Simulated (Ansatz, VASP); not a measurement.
**Sc3Al2: VASP beside Ansatz**

```
Sc Al
1.0
     5.09528    0.00000    0.00000
     0.00000    5.09528    0.00000
     0.00000    0.00000    5.09528
Sc Al
3 2
Cartesian
  2.5476 0.0000 0.0000
  0.0000 2.5476 0.0000
  0.0000 0.0000 2.5476
  0.0000 0.0000 0.0000
  2.5476 2.5476 2.5476
```

Alike in both runs: functional PBE; k mesh 4 × 4 × 4; occupations gaussian, width 0.1 eV; no spin polarisation.

Ansatz relaxed the structure, and its values are those at the end. VASP's run is a single point on that final structure, the one shown.

|  | VASP | Ansatz |
| --- | --- | --- |
| version | VASP 6.6.1 | Ansatz 0.2.0 |
| potentials or method | VASP PAW PBE potentials, release 64 (Sc_sv, Al), cutoff 520 eV | scalar-relativistic, plane waves, PAW |
| valence electrons in the cell | 39 | 39 |

|  | VASP | Ansatz | Ansatz less VASP |
| --- | --- | --- | --- |
| gap on the k mesh at the Fermi level (eV) | none | none | - |
| pressure (GPa) | -0.2 | -0.2 | -0.04 |

A gap of «none» marks a metal or a gap that the smearing closes.
